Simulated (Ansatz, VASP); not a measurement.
# One calculation of CdH2O2, two programs

INCAR

```
ALGO = Normal ; EDIFF = 1E-6
ENCUT = 520 ; GGA = PS
ISIF = 2 ; ISMEAR = 0
LASPH = True ; LCHARG = False
LREAL = False ; LWAVE = False
NBANDS = 21 ; NELM = 60
PREC = Accurate ; SIGMA = 0.01
```

KPOINTS

```
k-points
0
Gamma
  6 6 4
```

Contents of POSCAR:

```
CdH2O2
1.0
    3.5019706991      0.0000000000      0.0000000000
   -1.7509853495      3.0327955887      0.0000000000
    0.0000000000      0.0000000000      4.5691751517
Cd H O
1 2 2
Direct
    0.0000000000      0.0000000000      0.0000000000
    0.6666666667      0.3333333333      0.5468707629
    0.3333333333      0.6666666667      0.4531292371
    0.6666666667      0.3333333333      0.7582065004
    0.3333333333      0.6666666667      0.2417934996
```

Input for Ansatz:

```yaml
crystal:
  lattice:
    - [3.5019706991, 0.0, 0.0]
    - [-1.7509853495, 3.0327955887, 0.0]
    - [0.0, 0.0, 4.5691751517]
  atoms:
    - { symbol: Cd, position: [0.0, 0.0, 0.0] }
    - { symbol: H, position: [0.6666666667, 0.3333333333, 0.5468707629] }
    - { symbol: H, position: [0.3333333333, 0.6666666667, 0.4531292371] }
    - { symbol: O, position: [0.6666666667, 0.3333333333, 0.7582065004] }
    - { symbol: O, position: [0.3333333333, 0.6666666667, 0.2417934996] }
kpoints:
  mp_grid: { grid: [6, 6, 4] }
hamiltonian:
  xc: pbesol
scf:
  occupations: { method: fixed }
  n_extra_bands: 5
output:
  forces: true
  stress: true
  eigenvalues: true
```

Alike in both runs: task single point; functional PBEsol; k mesh 6 × 6 × 4; no spin polarisation.

|  | VASP | Ansatz |
| --- | --- | --- |
| version | VASP 6.6.1 | Ansatz 0.2.0 |
| potentials or method | VASP PAW PBE potentials, release 64 (Cd, H, O) | plane waves, PAW |
| plane-wave cutoff (eV) | 520 | 420 |
| occupations | gaussian, width 0.01 eV | fixed |
| valence electrons in the cell | 26 | 34 |

Ansatz gave:

| Quantity | Value |
| --- | --- |
| gap on the k mesh at the Fermi level (eV) | 1.64 |
| pressure (GPa) | 1.2 |
| traceless stress, the component that is largest in VASP (GPa) | 2.39 |
| rms of the force components (eV/Å) | 0.316 |

Estimate VASP's values.

gap on the k mesh at the Fermi level (eV): 1.62; pressure (GPa): 2.1; traceless stress, the component that is largest in VASP (GPa): 2.81; rms of the force components (eV/Å): 0.370.

VASP's potentials were made for PBE, not for PBEsol. Atom by atom the forces differ by 0.059 eV/Å (rms over components). VASP's potentials hold 26 valence electrons a cell and Ansatz's 34, so a difference there can come from the potentials and not from the codes.
